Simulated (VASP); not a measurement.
Set up this calculation in VASP 6.6.1, as the native input.

| Property | Result |
| --- | --- |
| Task | single point |
| Functional | PBE |
| Potentials or basis | VASP PAW PBE potentials, release 64 (Ba_sv, Ti_sv, O) |
| Cutoff | 520 eV |
| k mesh | 8 × 8 × 6 |
| Occupations | gaussian, width 0.02 eV |
| Spin | no spin polarisation |
| Dipole correction | no |
| Further INCAR settings | ALGO = Normal; EDIFF = 1e-07; NBANDS = 28 |

The structure of BaTiO3 lies in POSCAR:

```
BaTiO3
1.0
    3.8658863003      0.0000000000      0.0000000000
    0.0000000000      3.8658863003      0.0000000000
    0.0000000000      0.0000000000      4.5694207611
Ba Ti O
1 1 3
Direct
    0.5000000000      0.5000000000      0.6199797949
    0.0000000000      0.0000000000      0.1248770125
    0.0000000000      0.5000000000      0.0493381201
    0.5000000000      0.0000000000      0.0493381201
    0.0000000000      0.0000000000      0.5164639423
```

This cell differs from its parent crystal: biaxial strain in the a-b plane: -3.0 %, then relaxed in part.

The input as run:

INCAR

```
PREC = Accurate ; ENCUT = 520
EDIFF = 1E-7 ; ISMEAR = 0
SIGMA = 0.02 ; LREAL = F
LASPH = T ; NELM = 60
ALGO = Normal ; ISIF = 2
LWAVE = F ; LCHARG = F
GGA = PE ; NBANDS = 28
```

KPOINTS

```
regular mesh
0
Gamma
  8 8 6
```

Potentials or basis: VASP PAW PBE potentials, release 64 (Ba_sv, Ti_sv, O).

Run with:

```sh
$ cat potpaw_PBE.64/Ba_sv/POTCAR potpaw_PBE.64/Ti_sv/POTCAR potpaw_PBE.64/O/POTCAR > POTCAR
$ mpirun -np 1 vasp_std > vasp.out
```

Results of the run:

| Property | Result |
| --- | --- |
| Pressure | 4.8 GPa |
| Largest force | 0.103 eV/Å |
| Band gap on the k mesh | 1.88 eV, indirect (least direct gap 2.68 eV) |

Caveat: the cell differs from its parent crystal (biaxial strain in the a-b plane: -3.0 %, then relaxed in part); spin-orbit coupling is left out, which moves the levels of the heavy elements.

Wall time 4.3 min on 1 thread of AMD EPYC 7571, with other jobs on the host, peak memory 0.23 GiB.
